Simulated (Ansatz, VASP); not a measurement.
Two plane-wave programs on SiC

File INCAR:

```
PREC = Accurate
ENCUT = 520
EDIFF = 1E-7
ISMEAR = 0
SIGMA = 0.05
LREAL = F
LASPH = T
NELM = 60
ALGO = Normal
ISIF = 2
LWAVE = F
LCHARG = F
GGA = CA
NBANDS = 16
```

File KPOINTS:

```
regular mesh
0
Gamma
  10 10 6
```

Contents of POSCAR:

```
SiC
1.0
    0.0000000000     -2.1644105396     -2.1644105396
    0.0000000000      2.1644105396     -2.1644105396
    4.3288210792      0.0000000000      0.0000000000
Si C
2 2
Direct
    0.5138605867      0.5138605867      0.5000000000
   -0.0138605867     -0.0138605867      0.0000000000
    0.0093834953      0.4906165047      0.2362780191
    0.4906165047      0.0093834953      0.7637219809
```

Input for Ansatz:

```yaml
crystal:
  lattice:
    - [0.0, -2.1644105396, -2.1644105396]
    - [0.0, 2.1644105396, -2.1644105396]
    - [4.3288210792, 0.0, 0.0]
  atoms:
    - { symbol: Si, position: [0.5138605867, 0.5138605867, 0.5] }
    - { symbol: Si, position: [-0.0138605867, -0.0138605867, 0.0] }
    - { symbol: C, position: [0.0093834953, 0.4906165047, 0.2362780191] }
    - { symbol: C, position: [0.4906165047, 0.0093834953, 0.7637219809] }
basis:
  ecutwfc: 520.0
kpoints:
  mp_grid: { grid: [10, 10, 6] }
hamiltonian:
  xc: lda
  pseudopotentials: { kind: paw, azcp: { folder: soft_1 } }
scf:
  occupations: { method: gaussian, width: 0.05 }
output:
  forces: true
  stress: true
  eigenvalues: true
```

Change from the starting cell: mode 4 frozen in at -0.060 Å and mode 12 at -0.059 Å (largest displacements).

Alike in both runs: task single point; functional LDA; k mesh 10 × 10 × 6; occupations gaussian, width 0.05 eV; no spin polarisation.

```csv
,VASP,Ansatz
version,VASP 6.6.1,Ansatz 0.2.0
potentials or method,"VASP PAW LDA potentials, release 64 (Si, C), cutoff 520 eV","scalar-relativistic, plane waves, PAW"
valence electrons in the cell,16,16
```

|  | VASP | Ansatz | Ansatz less VASP |
| --- | --- | --- | --- |
| gap on the k mesh at the Fermi level (eV) | 1.21 | 1.22 | +0.013 |
| least direct gap on the mesh (eV) | 1.36 | 1.38 | +0.012 |
| pressure (GPa) | 1.0 | 0.6 | -0.39 |
| traceless stress, the component that is largest in VASP (GPa) | -0.63 | -0.63 | +0.001 |
| rms of the force components (eV/Å) | 0.809 | 0.811 | +0.0017 |

Ansatz warns that its potentials were made for another functional, while VASP's fit it. LDA's correlation is that of Perdew and Zunger in VASP and of Perdew and Wang (1992) in Ansatz. Atom by atom the forces differ by 0.002 eV/Å (rms over components).
